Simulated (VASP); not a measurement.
Input of a VASP 6.6.1 run:

Contents of INCAR:

```
SYSTEM = Ga2O3
PREC     = Accurate       ! precision mode
ENCUT    = 600            ! plane-wave cutoff, eV
EDIFF    = 1E-6           ! SCF threshold, eV
ISMEAR   = -1             ! smearing method
SIGMA    = 0.03           ! smearing width, eV
LREAL    = .FALSE.        ! projectors in reciprocal space
LASPH    = .TRUE.         ! aspherical terms in the spheres
NELM     = 60             ! most SCF steps
ALGO     = Normal         ! electronic algorithm
ISIF     = 3              ! what is computed and relaxed
LWAVE    = .FALSE.        ! write WAVECAR
LCHARG   = .FALSE.        ! write CHGCAR
GGA      = PS             ! functional
IBRION   = 2              ! ionic algorithm
NSW      = 100            ! ionic steps
EDIFFG   = -0.01          ! ionic threshold
```

The input KPOINTS:

```
Automatic mesh
0
G
  6 6 6
  0 0 0
```

Contents of POSCAR:

```
Ga2O3
1.0
    2.4986991939      1.4426246522      4.4835497685
   -2.4986991939      1.4426246522      4.4835497685
    0.0000000000     -2.8852493044      4.4835497685
Ga O
4 6
Direct
    0.8555855800      0.8555855800      0.8555855800
    0.6444144200      0.6444144200      0.6444144200
    0.1444144200      0.1444144200      0.1444144200
    0.3555855800      0.3555855800      0.3555855800
    0.7500000000      0.4468328200      0.0531671800
    0.4468328200      0.0531671800      0.7500000000
    0.0531671800      0.7500000000      0.4468328200
    0.2500000000      0.5531671800      0.9468328200
    0.9468328200      0.2500000000      0.5531671800
    0.5531671800      0.9468328200      0.2500000000
```

Potentials or basis: VASP PAW PBE potentials, release 64 (Ga_d, O).

Launch:

```sh
$ cat potpaw_PBE.64/Ga_d/POTCAR potpaw_PBE.64/O/POTCAR > POTCAR
$ mpirun -np 1 vasp_std > vasp.out
```

Task: What does it give for the band gap on the k mesh?

Result: 2.68 eV (least direct gap 2.94 eV).

Task: Predict the relaxed volume.

Result: 9.72 Å³/atom.

Forces on the atoms (eV/Å):
```
Ga   0.000  0.000  0.003
Ga   0.000  0.000 -0.003
Ga   0.000  0.000 -0.003
Ga   0.000  0.000  0.003
O    0.000  0.000  0.000
O    0.000  0.000  0.000
O    0.000  0.000  0.000
O    0.000  0.000  0.000
O    0.000  0.000  0.000
O    0.000  0.000  0.000
```

Caveat: the PAW data sets were made with another functional, which shifts forces and pressure a little. A k mesh can miss the band edges.
